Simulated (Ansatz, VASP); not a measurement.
# Ge: VASP beside Ansatz

File INCAR:

```
SYSTEM = Ge
ALGO = Normal
EDIFF = 1E-6
ENCUT = 520
GGA = PS
ISIF = 2
ISMEAR = -1
LASPH = .True.
LCHARG = .False.
LREAL = .False.
LWAVE = .False.
NBANDS = 51
NELM = 80
PREC = Accurate
SIGMA = 0.02
```

The input KPOINTS:

```
k-points
0
Gamma
  9 9 3
  0 0 0
```

File POSCAR:

```
Ge
1.0
    0.0000000000      2.8378164399     -2.8378164399
   -2.8378164399      0.0000000000      2.8378164399
    5.6756328799      5.6756328799      5.6756328799
Ge
6
Direct
    0.3333333330      0.6666666670      0.2083333330
    0.6666666670      0.3333333330      0.5416666670
    0.0000000000      0.0000000000      0.8750000000
    0.0000000000      0.0000000000      0.1250000000
    0.3333333330      0.6666666670      0.4583333330
    0.6666666670      0.3333333330      0.7916666670
```

Input for Ansatz:

```yaml
crystal:
  lattice:
    - [0.0, 2.8378164399, -2.8378164399]
    - [-2.8378164399, 0.0, 2.8378164399]
    - [5.6756328799, 5.6756328799, 5.6756328799]
  atoms:
    - { symbol: Ge, position: [0.333333333, 0.666666667, 0.208333333] }
    - { symbol: Ge, position: [0.666666667, 0.333333333, 0.541666667] }
    - { symbol: Ge, position: [0.0, 0.0, 0.875] }
    - { symbol: Ge, position: [0.0, 0.0, 0.125] }
    - { symbol: Ge, position: [0.333333333, 0.666666667, 0.458333333] }
    - { symbol: Ge, position: [0.666666667, 0.333333333, 0.791666667] }
kpoints:
  mp_grid: { grid: [9, 9, 3] }
scf:
  occupations: { method: fermi_dirac, width: 0.02 }
hamiltonian:
  xc: pbesol
  pseudopotentials: { kind: all_electron, lapw: { basis_error: 0.001 } }
output:
  forces: true
  stress: true
  eigenvalues: true
```

Alike in both runs: task single point; functional PBEsol; k mesh 9 × 9 × 3; occupations fermi-dirac, width 0.02 eV; no spin polarisation.

```csv
,VASP,Ansatz
version,VASP 6.6.1,Ansatz 0.2.0
potentials or method,"VASP PAW PBE potentials, release 64 (Ge_d), cutoff 520 eV","all-electron LAPW, scalar-relativistic"
```

|  | VASP | Ansatz | Ansatz less VASP |
| --- | --- | --- | --- |
| pressure (GPa) | 0.0 | 0.0 | +0.06 |

VASP's potentials were made for PBE, not for PBEsol. Ansatz ran all-electron here, and VASP with PAW potentials.
